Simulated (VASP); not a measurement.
## Ti2Te3Pt: single point with PBE

Crystal: Ti2Te3Pt.

```
Ti Te Pt
1.0
     3.27018    1.88804    4.56239
    -3.27018    1.88804    4.56239
     0.00000   -3.77608    4.56239
Ti Te Pt
2 3 1
Direct
  0.18217 0.18217 0.18217
  0.58928 0.58928 0.58928
  0.11105 0.58462 0.11105
  0.11105 0.11105 0.58462
  0.58462 0.11105 0.11105
  0.42697 0.42697 0.42697
```

```
Program             : VASP 6.6.1
Task                : single point
Functional          : PBE
Potentials or basis : VASP PAW PBE potentials, release 64 (Ti_sv, Te, Pt)
Cutoff              : 520 eV
k mesh              : 3 × 3 × 3
Occupations         : gaussian, width 0.1 eV
Spin                : no spin polarisation
```

| Property | Result |
| --- | --- |
| Pressure | 21.1 GPa |
| Largest force | 15.005 eV/Å |
| Band gap on the k mesh | zero (band 26 reaches 6.22 eV, above the bottom of band 27 at 6.17 eV) |

Forces in eV/Å, atoms in the order of the input:
```
Ti    0.000   0.000 -15.005
Ti    0.000   0.000  -0.157
Te   -7.989   4.612   5.068
Te    0.000  -9.225   5.068
Te    7.989   4.612   5.068
Pt    0.000   0.000  -0.040
```

Stress tensor (GPa, compression positive):
```
22.84  0.00  0.00
 0.00 22.84  0.00
 0.00  0.00 17.60
```

Levels at points of the mesh, in eV from the Fermi level:
| k point | band 22 | band 23 | band 24 | band 25 | band 26 | band 27 | band 28 | band 29 | band 30 | band 31 |
| --- | --- | --- | --- | --- | --- | --- | --- | --- | --- | --- |
| (0.00, 0.00, 0.00) | -1.65 | -1.65 | -0.82 | -0.82 | -0.02 | -0.02 | 0.37 | 0.42 | 0.42 | 0.50 |

It took 46 s on 1 thread of Intel(R) Xeon(R) 6975P-C (Granite Rapids), on a shared host, peak memory 0.31 GiB.

Caveat: the k points lie up to 0.40 Å⁻¹ apart; spin-orbit coupling is left out, which moves the levels of the heavy elements; forces of over 1 eV/Å act on the atoms, so gaps and moduli don't describe the material at rest.
